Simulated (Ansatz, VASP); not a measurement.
## Zr: VASP beside Ansatz

Contents of POSCAR:

```
Zr
1.0
    3.2392314100      0.0000000000      0.0000000000
   -1.6196157100      2.8052566900      0.0000000000
    0.0000000000      0.0000000000      5.1722200000
Zr
2
Direct
    0.3333333300      0.6666666700      0.2500000000
    0.6666666700      0.3333333300      0.7500000000
```

INCAR.step1

```
PREC = Accurate
ENCUT = 600
ISMEAR = 0
SIGMA = 0.1
LREAL = F
LASPH = T
NELM = 60
GGA = PE
ALGO = Normal
EDIFF = 1E-4
LWAVE = T
LCHARG = F
```

Contents of INCAR.step2:

```
PREC = Accurate
ENCUT = 600
EDIFF = 1E-7
ISMEAR = 0
SIGMA = 0.1
LREAL = F
LASPH = T
NELM = 60
ALGO = Normal
ISIF = 3
LWAVE = F
LCHARG = F
METAGGA = R2SCAN
LMIXTAU = T
IBRION = 2
NSW = 100
EDIFFG = -0.005
ISTART = 1
```

The input KPOINTS:

```
regular mesh
0
Gamma
  12 12 8
```

Input for Ansatz:

```yaml
crystal:
  lattice:
    - [3.23923141, 0.0, 0.0]
    - [-1.61961571, 2.80525669, 0.0]
    - [0.0, 0.0, 5.17222]
  atoms:
    - { symbol: Zr, position: [0.33333333, 0.66666667, 0.25] }
    - { symbol: Zr, position: [0.66666667, 0.33333333, 0.75] }
basis:
  ecutwfc: 500
kpoints:
  mp_grid: { grid: [12, 12, 8] }
hamiltonian:
  xc: r2scan
scf:
  occupations: { method: gaussian, width: 0.1 }
output:
  forces: true
  stress: true
  eigenvalues: true
  write_density: true
  write_potential: true
  elf: true
  volumetric_format: npy
relax:
  adjacent_minimum: "off"
  f_tol: 0.005
  max_steps: 80
  cell: { stress_tol: 0.05 }
```

Alike in both runs: task relaxation of cell and atoms; functional r2SCAN; k mesh 12 × 12 × 8; occupations gaussian, width 0.1 eV; no spin polarisation.

```csv
,VASP,Ansatz
version,VASP 6.6.1,Ansatz 0.2.0
potentials or method,"VASP PAW PBE potentials, release 64 (Zr_sv), cutoff 600 eV","scalar-relativistic, plane waves, PAW"
valence electrons in the cell,24,24
```

```tsv
	VASP	Ansatz	Ansatz less VASP
gap on the k mesh at the Fermi level, each at its own relaxed structure (eV)	none	none	-
relaxed volume (Å³/atom)	23.51	23.50	-0.007
relaxed length of the cell vector where the two differ most in proportion (Å)	3.245	3.245	-0.0004
```

VASP's potentials were made for PBE, not for r2SCAN. A gap of «none» marks a metal or a gap that the smearing closes.
